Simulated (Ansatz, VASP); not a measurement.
## Re: VASP beside Ansatz

```
CELL_PARAMETERS angstrom
0.00000 2.00099 2.00099
2.00099 0.00000 2.00099
2.00099 2.00099 0.00000
ATOMIC_POSITIONS crystal
Re 0.00000 0.00000 0.00000
```

Change from the starting cell: volume scaled by 1.04, PAW files.

Alike in both runs: task electric field gradients; functional PBE; k mesh 14 × 14 × 14; occupations fermi-dirac, width 0.03 eV; no spin polarisation.

|  | VASP | Ansatz |
| --- | --- | --- |
| version | VASP 6.6.1 | Ansatz 0.2.0 |
| potentials or method | VASP PAW PBE potentials, release 64 (Re) | PAW with Ansatz's default frozen-core files, scalar-relativistic |
| plane-wave cutoff (eV) | 520 | 420 |
| valence electrons in the cell | 7 | 15 |

```tsv
	VASP	Ansatz	Ansatz less VASP
pressure (GPa)	-21.4	-20.6	+0.81
```

VASP's potentials hold 7 valence electrons a cell and Ansatz's 15, so a difference there can come from the potentials and not from the codes.

Spin-orbit coupling is off throughout.
